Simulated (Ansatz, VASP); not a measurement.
## Two plane-wave programs on CdF2

```
CELL_PARAMETERS angstrom
0.00000 2.73896 2.59654
2.73896 0.00000 2.59654
2.73896 2.73896 0.00000
ATOMIC_POSITIONS crystal
Cd 0.00000 0.00000 0.00000
F 0.25000 0.25000 0.25000
F 0.75000 0.75000 0.75000
```

Alike in both runs: task single point; functional PBE; k mesh 8 × 8 × 8; occupations gaussian, width 0.05 eV; no spin polarisation.

|  | VASP | Ansatz |
| --- | --- | --- |
| version | VASP 6.6.1 | Ansatz 0.2.0 |
| potentials or method | VASP PAW PBE potentials, release 64 (Cd, F), cutoff 520 eV | scalar-relativistic, plane waves, PAW |
| valence electrons in the cell | 26 | 34 |

|  | VASP | Ansatz | Ansatz less VASP |
| --- | --- | --- | --- |
| gap on the k mesh at the Fermi level (eV) | 2.99 | 3.02 | +0.034 |
| least direct gap on the mesh (eV) | 3.50 | 3.53 | +0.033 |
| pressure (GPa) | 6.6 | 5.9 | -0.77 |
| traceless stress, the component that is largest in VASP (GPa) | 3.93 | 3.99 | +0.057 |

VASP's potentials hold 26 valence electrons a cell and Ansatz's 34, so a difference there can come from the potentials and not from the codes.
